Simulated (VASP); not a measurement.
# AlN (F-43m) in VASP: further runs

The runs below take AlN through relaxation of cell and atoms, with r2SCAN.

Program: VASP 6.6.1. These are calculated values, not measurements. Logs are shortened: lines on timing, memory, paths and dates and some standing lists are left out, and cuts for length are marked.

## (1) The cell of the first run

Symmetry: F-43m, No. 216, cubic system. The conventional cell has a = 4.370 Å, b = 4.370 Å, c = 4.370 Å, α = 90.00°, β = 90.00°, γ = 90.00°. Al (site symmetry -43m) has 4 N at 1.89 Å within 2.5 Å. N (site symmetry -43m) has 4 Al at 1.89 Å within 2.5 Å.

## (2) Relaxation of cell and atoms, r2SCAN, target pressure -2 GPa, at which the enthalpy is minimised

POSCAR

```
AlN
1.0
    2.1848998483      2.1848998483      0.0000000000
   -2.1848998483      2.1848998483      0.0000000000
    0.0000000000      2.1848998483      2.1848998483
Al N
1 1
Direct
    0.0000000000      0.0000000000      0.0000000000
    0.2500000000      0.7500000000      0.5000000000
```

INCAR.step1

```
SYSTEM = AlN
  PREC = Accurate
  ENCUT = 600
  ISMEAR = 0
  SIGMA = 0.01
  LREAL = .FALSE.
  LASPH = .TRUE.
  NELM = 60
  GGA = PE
  ALGO = Normal
  EDIFF = 1E-4
  LWAVE = .TRUE.
  LCHARG = .FALSE.
```

INCAR.step2

```
SYSTEM = AlN
  PREC = Accurate
  ENCUT = 600
  EDIFF = 1E-7
  ISMEAR = 0
  SIGMA = 0.01
  LREAL = .FALSE.
  LASPH = .TRUE.
  NELM = 60
  ALGO = Normal
  ISIF = 3
  LWAVE = .FALSE.
  LCHARG = .FALSE.
  METAGGA = R2SCAN
  LMIXTAU = .TRUE.
  IBRION = 2
  NSW = 100
  EDIFFG = -0.002
  PSTRESS = -20.0
  ISTART = 1
```

KPOINTS

```
regular mesh
0
G
  10 10 10
  0 0 0
```

Potentials or basis: VASP PAW PBE potentials, release 64 (Al, N).

Launch:

```sh
$ cat potpaw_PBE.64/Al/POTCAR potpaw_PBE.64/N/POTCAR > POTCAR
$ cp INCAR.step1 INCAR
$ mpirun -np 1 vasp_std > vasp.out
$ cp INCAR.step2 INCAR
$ mpirun -np 1 vasp_std > vasp.out
```

OUTCAR:

```text
SYSTEM = AlN
   PREC = Accurate
   ENCUT = 600
   EDIFF = 1E-7
   ISMEAR = 0
   LREAL = .FALSE.
   LASPH = .TRUE.
   NELM = 60
   ISIF = 3
   METAGGA = R2SCAN
   IBRION = 2
   NSW = 100
   EDIFFG = -0.002
   PSTRESS = -20.0
   ISTART = 1

 ion  position               nearest neighbor table
   1  0.000  0.000  0.000-   2 1.89   2 1.89   2 1.89   2 1.89
   2  0.250  0.750  0.500-   1 1.89   1 1.89   1 1.89   1 1.89

  LATTYP: Found a face centered cubic cell.
 ALAT       =     4.3697996966

  Lattice vectors:

 A1 = (   0.0000000000,   2.1848998483,   2.1848998483)
 A2 = (   2.1848998483,   0.0000000000,   2.1848998483)
 A3 = (   2.1848998483,   2.1848998483,   0.0000000000)

Analysis of symmetry for initial positions (statically):
=====================================================================
 Subroutine PRICEL returns:
 Original cell was already a primitive cell.

 Routine SETGRP: Setting up the symmetry group for a
 face centered cubic supercell.

 Subroutine GETGRP returns: Found 24 space group operations
 (whereof 24 operations were pure point group operations)
 out of a pool of 48 trial point group operations.

The static configuration has the point symmetry T_d .

Analysis of symmetry for dynamics (positions and initial velocities):
=====================================================================
 Subroutine PRICEL returns:
 Original cell was already a primitive cell.

 Routine SETGRP: Setting up the symmetry group for a
 face centered cubic supercell.

 Subroutine GETGRP returns: Found 24 space group operations
 (whereof 24 operations were pure point group operations)
 out of a pool of 48 trial point group operations.

The dynamic configuration has the point symmetry T_d .

 Subroutine INISYM returns: Found 24 space group operations
 (whereof 24 operations are pure point group operations),
 and found     1 'primitive' translations

----------------------------------------------------------------------------------------

                                     Primitive cell

  volume of cell :      20.8605

  direct lattice vectors                    reciprocal lattice vectors
     2.184899848  2.184899848  0.000000000     0.228843441  0.228843441 -0.228843441
    -2.184899848  2.184899848  0.000000000    -0.228843441  0.228843441 -0.228843441
     0.000000000  2.184899848  2.184899848     0.000000000  0.000000000  0.457686882

  length of vectors
     3.089914998  3.089914998  3.089914998     0.396368467  0.396368467  0.457686882

  position of ions in fractional coordinates (direct lattice)
     0.000000000  0.000000000  0.000000000
     0.250000000  0.750000000  0.500000000

  ion indices of the primitive-cell ions
   primitive index   ion index
                 1           1
                 2           2

----------------------------------------------------------------------------------------

 KPOINTS: regular mesh

Automatic generation of k-mesh.
 Grid dimensions read from file:
 generate k-points for:   10   10   10

 Generating k-lattice:

  Cartesian coordinates                     Fractional coordinates (reciprocal lattice)
     0.022884344  0.022884344 -0.022884344     0.100000000  0.000000000  0.000000000
    -0.022884344  0.022884344 -0.022884344     0.000000000  0.100000000  0.000000000
     0.000000000  0.000000000  0.045768688     0.000000000  0.000000000  0.100000000

  Length of vectors
     0.039636847  0.039636847  0.045768688

  Shift w.r.t. Gamma in fractional coordinates (k-lattice)
     0.000000000  0.000000000  0.000000000

 Subroutine IBZKPT returns following result:
 ===========================================

 Found     47 irreducible k-points:

 Following reciprocal coordinates:
            Coordinates               Weight
  0.000000  0.000000  0.000000      1.000000
  0.100000  0.000000  0.000000      8.000000
  0.200000  0.000000  0.000000      8.000000
  0.300000  0.000000  0.000000      8.000000
  0.400000  0.000000  0.000000      8.000000
  0.500000  0.000000  0.000000      4.000000
[... 16 lines left out ...]
  0.300000  0.300000  0.000000     12.000000
  0.400000  0.300000  0.000000     24.000000
 [... further k-points ...]
   k-points           NKPTS =     47   k-points in BZ     NKDIM =     47   number of bands    NBANDS=      8
   number of dos      NEDOS =    301   number of ions     NIONS =      2
   total plane-waves  NPLWV =  21952
   dimension x,y,z NGX =    28 NGY =   28 NGZ =   28
   dimension x,y,z NGXF=    56 NGYF=   56 NGZF=   56
   ions per type =               1   1
   NGX,Y,Z   is equivalent  to a cutoff of  15.06, 15.06, 15.06 a.u.
   NGXF,Y,Z  is equivalent  to a cutoff of  30.13, 30.13, 30.13 a.u.
 SYSTEM =  AlN
   PREC   = accura    normal or accurate (medium, high low for compatibility)
   ISTART =      1    job   : 0-new  1-cont  2-samecut
   ICHARG =      0    charge: 1-file 2-atom 10-const
   ISPIN  =      1    spin polarized calculation?
   LNONCOLLINEAR =      F non collinear calculations
   LSORBIT =      F    spin-orbit coupling
   LASPH  =      T    aspherical Exc in radial PAW
   ENCUT  =  600.0 eV  44.10 Ry    6.64 a.u.   6.17  6.17  6.17*2*pi/ulx,y,z
   NELM   =     60;   NELMIN=  2; NELMDL=  0     # of ELM steps
   EDIFF  = 0.1E-06   stopping-criterion for ELM
   LREAL  =      F    real-space projection
   EDIFFG = -.2E-02   stopping-criterion for IOM
   NSW    =    100    number of steps for IOM
   IBRION =      2    ionic relax: 0-MD 1-quasi-New 2-CG
   NFREE  =      1    steps in history (QN), initial steepest desc. (CG)
   ISIF   =      3    stress and relaxation
   ISYM   =      2    0-nonsym 1-usesym 2-fastsym
   POTIM  = 0.5000    time-step for ionic-motion
   TEBEG  =    0.0;   TEEND  =   0.0 temperature during run
   PSTRESS=  -20.0 pullay stress
   NELECT =       8.0000    total number of electrons
   NUPDOWN=      -1.0000    fix difference up-down
   EMIN   =  10.00;   EMAX   =-10.00  energy-range for DOS
   EFERMI =   0.00;   METHOD = LEGACY
   ISMEAR =     0;   SIGMA  =   0.01  broadening in eV -4-tet -1-fermi 0-gaus
   EFERMI_NEDOS =   21; number of points for ismear=-14 and -15
   IALGO  =     38    algorithm
   IMIX   =      4    mixing-type and parameters
     AMIX     =   0.40;   BMIX     =  1.00
     AMIX_MAG =   1.60;   BMIX_MAG =  1.00
  volume/ion in A,a.u.               =      10.43        70.39
  Fermi-wavevector in a.u.,A,eV,Ry     =   1.189406  2.247651 19.247966  1.414686
  Thomas-Fermi vector in A             =   2.325514
   LORBIT       =      0    0 simple, 1 ext, 2 COOP (PROOUT), +10 PAW based schemes
   METAGGA = R2SCAN    functional components
   LHFCALC =     F    Hartree Fock is set to
   AEXX    =    0.0000 exact exchange contribution
   IVDW    =     0    specifies the selected vdW correction
   LEPSILON=     F    determine dielectric tensor
   LRPA    =     F    only Hartree local field effects (RPA)
 conjugate gradient relaxation of ions
 non-spin polarized calculation
 Gauss-broadening in eV      SIGMA  =   0.01
  energy-cutoff  :      600.00
  volume of cell :       20.86
 maximum number of plane-waves:       725
 NGX is ok and might be reduce to    28
   NGX = 13   NGY = 13   NGZ = 13

--------------------------------------- Ionic step        1  -------------------------------------------

 number of electron       7.9999999 magnetization

 Free energy of the ion-electron system (eV)
  ---------------------------------------------------
  ext. energy  EPLUGINS =         0.00000000
  ---------------------------------------------------
  free energy    TOTEN  =       -19.17969567 eV

  energy without entropy =      -19.17969567  energy(sigma->0) =      -19.17969567

------------------------ aborting loop because EDIFF is reached ----------------------------------------

  FORCE on cell =-STRESS in cart. coord.  units (eV):
  Direction    XX          YY          ZZ          XY          YZ          ZX
  --------------------------------------------------------------------------------------
  -------------------------------------------------------------------------------------
  Total       -0.0439679     -0.0439679     -0.0439679     -0.0000000     -0.0000000      0.0000000
  in kB       -3.3769303     -3.3769303     -3.3769303     -0.0000000     -0.0000000      0.0000000
  external PRESSURE =      16.6230697 kB  Pullay stress =     -20.0000000 kB
[... 99 lines left out ...]
  enthalpy is  TOTEN    =       -19.4410016787 eV   P V=       -0.2625638487

--------------------------------------- Ionic step        4  -------------------------------------------

 number of electron       7.9999999 magnetization

 Free energy of the ion-electron system (eV)
  ---------------------------------------------------
  ext. energy  EPLUGINS =         0.00000000
  ---------------------------------------------------
  free energy    TOTEN  =       -19.17850467 eV

  energy without entropy =      -19.17850467  energy(sigma->0) =      -19.17850467

 E-fermi :   5.7321     XC(G=0): -11.3762

 val. band max:        5.6072878650   @ k =   0.0000   0.0000   0.0000
 cond. band min:       9.5344459213   @ k =   0.5000   0.5000   0.0000
 fundamental gap:      3.9271580562
 Fermi energy:         5.7321425642

 k-point     1 :       0.0000    0.0000    0.0000
  band No.  band energies     occupation
      1     -10.0813      2.00000
      2       5.6073      2.00000
      3       5.6073      2.00000
      4       5.6073      2.00000
      5      10.4129      0.00000
      6      19.0338      0.00000
      7      19.0338      0.00000
      8      19.0338      0.00000
[... 243 lines left out ...]
 k-point    24 :       0.4000    0.3000    0.0000
  band No.  band energies     occupation
      1      -7.5953      2.00000
      2       1.0667      2.00000
      3       2.2846      2.00000
      4       4.4092      2.00000
      5      12.0811      0.00000
      6      16.5813      0.00000
      7      19.2527      0.00000
      8      20.0344      0.00000

 [... further k-points ...]
[... 5 lines left out ...]
  --------------------------------------------------------------------------------------
  -------------------------------------------------------------------------------------
  Total       -0.2624411     -0.2624411     -0.2624411      0.0000000      0.0000000      0.0000000
  in kB      -19.9957603    -19.9957603    -19.9957603      0.0000000      0.0000000      0.0000000
  external PRESSURE =       0.0042397 kB  Pullay stress =     -20.0000000 kB
[... 17 lines left out ...]
  FREE ENERGIE OF THE ION-ELECTRON SYSTEM (eV)
  ---------------------------------------------------
  free  energy   TOTEN  =       -19.1785046658 eV

  energy  without entropy=      -19.1785046658  energy(sigma->0) =      -19.17850467

  enthalpy is  TOTEN    =       -19.4410014488 eV   P V=       -0.2624967830

 reached required accuracy - stopping structural energy minimisation
```

Run time: 7 min. Hardware: 1 thread of AMD EPYC 7R13, shared host; peak memory 0.13 GiB.

What came out:

```
Free energy                                            : -19.1785 eV
Relaxed volume                                         : 10.51 Å³/atom
Relaxed cell                                           : a = 3.098 Å, b = 3.098 Å, c = 3.098 Å, α = 60.00°, β = 60.00°, γ = 90.00°
Space group after relaxing (to 0.05 Å)                 : F-43m (No. 216)
Energy change on relaxing (the enthalpy is what falls) : +0.6 meV/atom
Ionic steps                                            : 4
Pressure after relaxing                                : -2.0 GPa
Band gap on the k mesh                                 : 3.93 eV, indirect (least direct gap 4.81 eV)
```

Step by step:
| step | energy change (eV) | largest force (eV/Å) | pressure (GPa) | volume (Å³) |
| --- | --- | --- | --- | --- |
| 1 | 0.0000 | 0.0000 | -0.34 | 20.86 |
| 2 | 0.0039 | 0.0000 | -3.53 | 21.19 |
| 3 | 0.0013 | 0.0000 | -2.05 | 21.03 |
| 4 | 0.0012 | 0.0000 | -2.00 | 21.03 |

Final structure:
```cif
data_structure
_symmetry_space_group_name_H-M 'P 1'
_symmetry_Int_Tables_number 1
_cell_length_a 3.0982
_cell_length_b 3.0982
_cell_length_c 3.0982
_cell_angle_alpha 60.000
_cell_angle_beta 60.000
_cell_angle_gamma 90.000
_cell_volume 21.03
loop_
_atom_site_label
_atom_site_type_symbol
_atom_site_fract_x
_atom_site_fract_y
_atom_site_fract_z
_atom_site_occupancy
Al1 Al 0.00000 0.00000 0.00000 1
N1 N 0.25000 0.75000 0.50000 1
```

Levels at points of the mesh, in eV from the valence-band top:
```
           k point  band 1  band 2  band 3  band 4  band 5  band 6  band 7  band 8
(0.00, 0.00, 0.00)  -15.69    0.00    0.00    0.00    4.81   13.43   13.43   13.43
(0.50, 0.00, 0.00)  -13.70   -5.86   -0.48   -0.48    8.12   10.76   11.88   11.88
(0.50, 0.50, 0.00)  -13.08   -4.92   -1.80   -1.80    3.93    9.42   15.07   16.83
```

Caveat: the cell is relaxed towards a set pressure, so the enthalpy falls and the energy may rise; the PAW data sets were made with another functional, which shifts forces and pressure a little. A k mesh can miss the band edges.

## (3) Relaxation of cell and atoms, r2SCAN, target pressure 2 GPa, at which the enthalpy is minimised

POSCAR is that of step 2.

INCAR.step1

```
PREC = Accurate
ENCUT = 600
ISMEAR = 0
SIGMA = 0.01
LREAL = False
LASPH = True
NELM = 80
GGA = PE
ALGO = Normal
EDIFF = 1E-4
LWAVE = True
LCHARG = False
```

INCAR.step2

```
PREC = Accurate
ENCUT = 600
EDIFF = 1E-7
ISMEAR = 0
SIGMA = 0.01
LREAL = False
LASPH = True
NELM = 80
ALGO = Normal
ISIF = 3
LWAVE = False
LCHARG = False
METAGGA = R2SCAN
LMIXTAU = True
IBRION = 2
NSW = 100
EDIFFG = -0.002
PSTRESS = 20.0
ISTART = 1
```

KPOINTS

```
Automatic mesh
0
Gamma
  10 10 10
```

Potentials or basis: VASP PAW PBE potentials, release 64 (Al, N).

Launch:

```sh
$ cat potpaw_PBE.64/Al/POTCAR potpaw_PBE.64/N/POTCAR > POTCAR
$ cp INCAR.step1 INCAR
$ mpirun -np 1 vasp_std > vasp.out
$ cp INCAR.step2 INCAR
$ mpirun -np 1 vasp_std > vasp.out
```

It took 5.6 min on 1 thread of AMD EPYC 7R13, shared host; peak memory 0.14 GiB.

It converged, with:

- Free energy: -19.1785 eV
- Relaxed volume: 10.32 Å³/atom
- Relaxed cell: a = 3.079 Å, b = 3.079 Å, c = 3.079 Å, α = 60.00°, β = 60.00°, γ = 90.00°
- Space group after relaxing (to 0.05 Å): F-43m (No. 216)
- Energy change on relaxing (the enthalpy is what falls): +0.6 meV/atom
- Ionic steps: 4
- Pressure after relaxing: 2.0 GPa
- Band gap on the k mesh: 3.94 eV, indirect (least direct gap 4.98 eV)

Step by step:
```
step  energy change (eV)  largest force (eV/Å)  pressure (GPa)  volume (Å³)
   1              0.0000                0.0000           -0.34        20.86
   2              0.0060                0.0000            4.53        20.40
   3              0.0011                0.0000            1.92        20.64
   4              0.0012                0.0000            2.00        20.64
```

Final structure:
```xyz
2
Lattice="2.1770 2.1770 0.0000 -2.1770 2.1770 0.0000 0.0000 2.1770 2.1770" Properties=species:S:1:pos:R:3 pbc="T T T"
Al    2.1770    2.1770    0.0000
N    -1.0885    3.2655    1.0885
```

Levels at points of the mesh, in eV from the valence-band top:
```csv
k point,band 1,band 2,band 3,band 4,band 5,band 6,band 7,band 8
"(0.00, 0.00, 0.00)",-15.80,0.00,0.00,0.00,4.98,13.62,13.62,13.62
"(0.50, 0.00, 0.00)",-13.76,-5.94,-0.49,-0.49,8.30,10.89,12.01,12.01
"(0.50, 0.50, 0.00)",-13.12,-4.98,-1.82,-1.82,3.94,9.54,15.34,17.08
```

Caveat: the cell is relaxed towards a set pressure, so the enthalpy falls and the energy may rise; the PAW data sets were made with another functional, which shifts forces and pressure a little. A k mesh can miss the band edges.
